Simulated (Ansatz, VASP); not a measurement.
# ReBi in VASP and in Ansatz

```xyz
2
Lattice="0.0000 3.0880 3.0880 3.0880 0.0000 3.0880 3.0880 3.0880 0.0000" Properties=species:S:1:pos:R:3 pbc="T T T"
Re    0.0000    0.0000    0.0000
Bi    1.5440    1.5440    1.5440
```

Alike in both runs: task single point; functional PBEsol; k mesh 10 × 10 × 10; occupations gaussian, width 0.05 eV; no spin polarisation.

|  | VASP | Ansatz |
| --- | --- | --- |
| version | VASP 6.6.1 | Ansatz 0.2.0 |
| potentials or method | VASP PAW PBE potentials, release 64 (Re, Bi_d), cutoff 520 eV | scalar-relativistic, plane waves, PAW |
| valence electrons in the cell | 22 | 30 |

```csv
,VASP,Ansatz,Ansatz less VASP
gap on the k mesh at the Fermi level (eV),none,none,-
pressure (GPa),-1.8,-1.8,-0.03
```

VASP's potentials were made for PBE, not for PBEsol. A gap of «none» marks a metal or a gap that the smearing closes. VASP's potentials hold 22 valence electrons a cell and Ansatz's 30, so a difference there can come from the potentials and not from the codes.

Neither program's run includes spin-orbit coupling.
